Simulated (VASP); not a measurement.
# BiTe (Fm-3m) in VASP: further runs, part 2 of 2

VASP 6.6.1. Earlier steps stand in the parts before.

## Step 5: Single point, PBE

Contents of INCAR:

```
ALGO = Normal
EDIFF = 1E-7
ENCUT = 520
GGA = PE
ISIF = 2
ISMEAR = 0
LASPH = True
LCHARG = True
LELF = True
LREAL = False
LVHAR = True
LWAVE = False
NBANDS = 18
NELM = 60
PREC = Accurate
SIGMA = 0.1
```

Contents of KPOINTS:

```
k-points
0
Gamma
  8 8 8
```

Contents of POSCAR:

```
BiTe
1.0
    0.0000000000      3.2350000000      3.2350000000
    3.2350000000      0.0000000000      3.2350000000
    3.2350000000      3.2350000000      0.0000000000
Bi Te
1 1
Direct
    0.0000000000      0.0000000000      0.0000000000
    0.5000000000      0.5000000000      0.5000000000
```

Potentials or basis: VASP PAW PBE potentials, release 64 (Bi_d, Te).

The run is started by

```bash
> cat potpaw_PBE.64/Bi_d/POTCAR potpaw_PBE.64/Te/POTCAR > POTCAR
> mpirun -np 1 vasp_std > vasp.out
```

OUTCAR:

```text
EDIFF = 1E-7
   ENCUT = 520
   GGA = PE
   ISIF = 2
   ISMEAR = 0
   LASPH = True
   LREAL = False
   NELM = 60
   PREC = Accurate

 ion  position               nearest neighbor table
   1  0.000  0.000  0.000-   2 3.23   2 3.23   2 3.23   2 3.23   2 3.23   2 3.23
   2  0.500  0.500  0.500-   1 3.23   1 3.23   1 3.23   1 3.23   1 3.23   1 3.23

  LATTYP: Found a face centered cubic cell.
 ALAT       =     6.4700000000

  Lattice vectors:

 A1 = (   0.0000000000,   3.2350000000,   3.2350000000)
 A2 = (   3.2350000000,   0.0000000000,   3.2350000000)
 A3 = (   3.2350000000,   3.2350000000,   0.0000000000)

Analysis of symmetry for initial positions (statically):
=====================================================================
 Subroutine PRICEL returns:
 Original cell was already a primitive cell.

 Routine SETGRP: Setting up the symmetry group for a
 face centered cubic supercell.

 Subroutine GETGRP returns: Found 48 space group operations
 (whereof 48 operations were pure point group operations)
 out of a pool of 48 trial point group operations.

The static configuration has the point symmetry O_h .

Analysis of symmetry for dynamics (positions and initial velocities):
=====================================================================
 Subroutine PRICEL returns:
 Original cell was already a primitive cell.

 Routine SETGRP: Setting up the symmetry group for a
 face centered cubic supercell.

 Subroutine GETGRP returns: Found 48 space group operations
 (whereof 48 operations were pure point group operations)
 out of a pool of 48 trial point group operations.

The dynamic configuration has the point symmetry O_h .

 Subroutine INISYM returns: Found 48 space group operations
 (whereof 48 operations are pure point group operations),
 and found     1 'primitive' translations

----------------------------------------------------------------------------------------

[... 111 lines left out ...]
     AMIX     =   0.40;   BMIX     =  1.00
     AMIX_MAG =   1.60;   BMIX_MAG =  1.00
  volume/ion in A,a.u.               =      33.86       228.46
  Fermi-wavevector in a.u.,A,eV,Ry     =   1.108146  2.094092 16.707785  1.227988
  Thomas-Fermi vector in A             =   2.244669
   LORBIT       =      0    0 simple, 1 ext, 2 COOP (PROOUT), +10 PAW based schemes
   GGA     = PE    functional components
   LHFCALC =     F    Hartree Fock is set to
   AEXX    =    0.0000 exact exchange contribution
   IVDW    =     0    specifies the selected vdW correction
   LEPSILON=     F    determine dielectric tensor
   LRPA    =     F    only Hartree local field effects (RPA)
 non-spin polarized calculation
 Gauss-broadening in eV      SIGMA  =   0.10
  energy-cutoff  :      520.00
  volume of cell :       67.71
 maximum number of plane-waves:      1847
 NGX is ok and might be reduce to    36
   NGX = 17   NGY = 17   NGZ = 17

 number of electron      21.0000001 magnetization

 Free energy of the ion-electron system (eV)
  ---------------------------------------------------
  ext. energy  EPLUGINS =         0.00000000
  ---------------------------------------------------
  free energy    TOTEN  =        -7.18357168 eV

  energy without entropy =       -7.17626582  energy(sigma->0) =       -7.17991875

 E-fermi :   6.6471     XC(G=0):  -9.4320

 val. band max:        6.6450865062   @ k =  -0.2500   0.2500   0.0000
 cond. band min:       6.8272193152   @ k =   0.3750   0.1250   0.0000
 fundamental gap:      0.1821328089
 Fermi energy:         6.6471189810

 k-point     1 :       0.0000    0.0000    0.0000
  band No.  band energies     occupation
      1     -16.4850      2.00000
      2     -16.4850      2.00000
      3     -16.4823      2.00000
      4     -16.4823      2.00000
      5     -16.4823      2.00000
      6      -6.8721      2.00000
[... 481 lines left out ...]
      5     -16.4742      2.00000
      6      -4.7620      2.00000
[... 10 lines left out ...]
     17      15.6215      0.00000
     18      17.5845      0.00000

 [... further k-points ...]

------------------------ aborting loop because EDIFF is reached ----------------------------------------

  FORCE on cell =-STRESS in cart. coord.  units (eV):
  Direction    XX          YY          ZZ          XY          YZ          ZX
  --------------------------------------------------------------------------------------
  -------------------------------------------------------------------------------------
  Total        0.2526018      0.2526018      0.2526018      0.0000000      0.0000000     -0.0000000
  in kB        5.9771502      5.9771502      5.9771502      0.0000000      0.0000000     -0.0000000
  external PRESSURE =       5.9771502 kB  Pullay stress =       0.0000000 kB

 VOLUME and BASIS-vectors are now :
 -----------------------------------------------------------------------------
  energy-cutoff  :      520.00
  volume of cell :       67.71
      direct lattice vectors                 reciprocal lattice vectors
     0.000000000  3.235000000  3.235000000    -0.154559505  0.154559505  0.154559505
     3.235000000  0.000000000  3.235000000     0.154559505 -0.154559505  0.154559505
     3.235000000  3.235000000  0.000000000     0.154559505  0.154559505 -0.154559505

 POSITION                                       TOTAL-FORCE (eV/Angst)
 -----------------------------------------------------------------------------------
      0.00000      0.00000      0.00000        -0.000000      0.000000      0.000000
      3.23500      3.23500      3.23500         0.000000     -0.000000      0.000000
 -----------------------------------------------------------------------------------
    total drift:                               -0.000000      0.000000      0.000000

  FREE ENERGIE OF THE ION-ELECTRON SYSTEM (eV)
  ---------------------------------------------------
  free  energy   TOTEN  =        -7.1835716766 eV

  energy  without entropy=       -7.1762658227  energy(sigma->0) =       -7.17991875
```

OSZICAR:

```text
N       E                     dE             d eps       ncg     rms          rms(c)
DAV:   1     0.156452061390E+03    0.15645E+03   -0.97835E+03  1044   0.112E+03
DAV:   2     0.467941548217E+01   -0.15177E+03   -0.14747E+03  1112   0.302E+02
DAV:   3    -0.686778274952E+01   -0.11547E+02   -0.11399E+02  1282   0.875E+01
DAV:   4    -0.718985948790E+01   -0.32208E+00   -0.32186E+00  1242   0.158E+01
DAV:   5    -0.720284592810E+01   -0.12986E-01   -0.12986E-01  1430   0.298E+00    0.608E+00
DAV:   6    -0.717934321481E+01    0.23503E-01   -0.83280E-02  1480   0.179E+00    0.379E+00
DAV:   7    -0.718361472740E+01   -0.42715E-02   -0.25257E-02  1168   0.838E-01    0.557E-01
DAV:   8    -0.718344893231E+01    0.16580E-03   -0.39922E-03  1324   0.427E-01    0.104E-01
DAV:   9    -0.718356887293E+01   -0.11994E-03   -0.36408E-04  1186   0.113E-01    0.375E-02
DAV:  10    -0.718357169705E+01   -0.28241E-05   -0.11540E-05  1428   0.208E-02    0.288E-02
DAV:  11    -0.718357161815E+01    0.78896E-07   -0.55715E-06  1144   0.129E-02    0.787E-03
DAV:  12    -0.718357139170E+01    0.22645E-06   -0.62162E-07  1298   0.589E-03    0.376E-03
DAV:  13    -0.718357152572E+01   -0.13402E-06   -0.88350E-08   850   0.188E-03    0.107E-03
DAV:  14    -0.718357168692E+01   -0.16120E-06   -0.76331E-09   582   0.610E-04    0.838E-04
DAV:  15    -0.718357167661E+01    0.10306E-07   -0.15373E-09   578   0.318E-04
   1 F= -.71835717E+01 E0= -.71799187E+01  d E =-.730585E-02
```

stdout:

```text
POSCAR found type information on POSCAR BiTe
 POSCAR found :  2 types and       2 ions
 scaLAPACK will be used
 LDA part: xc-table for (Slater+PW92), standard interpolation
 POSCAR, INCAR and KPOINTS ok, starting setup
 FFT: planning ... GRIDC
 FFT: planning ... GRID_SOFT
 FFT: planning ... GRID
 WAVECAR not read
 entering main loop
```

Wall time 72 s (1 thread of AMD EPYC 7R13, shared host); peak memory 0.19 GiB.

Results:

```
Free energy            : -7.1836 eV
Pressure               : 0.6 GPa
Band gap on the k mesh : zero (an odd number of electrons rules out a gap without spin polarisation)
```

Caveat: spin-orbit coupling is left out, which moves the levels of the heavy elements.

## Step 6: Overview

```csv
k mesh,gap on the mesh (eV),pressure (GPa)
4 × 4 × 4,none,0.6
6 × 6 × 6,none,0.9
8 × 8 × 8,none,0.6
```

Alike in all rows: task single point; level PBE; potentials or basis VASP PAW PBE potentials, release 64 (Bi_d, Te); no spin polarisation; cell as given; cutoff (eV) 520; smearing gaussian 0.1 eV.

Caveats: some runs use coarse meshes; spin-orbit coupling is left out, which moves the levels of the heavy elements.

Total energies depend on the potentials used, so only differences within one code and one set of settings carry meaning.
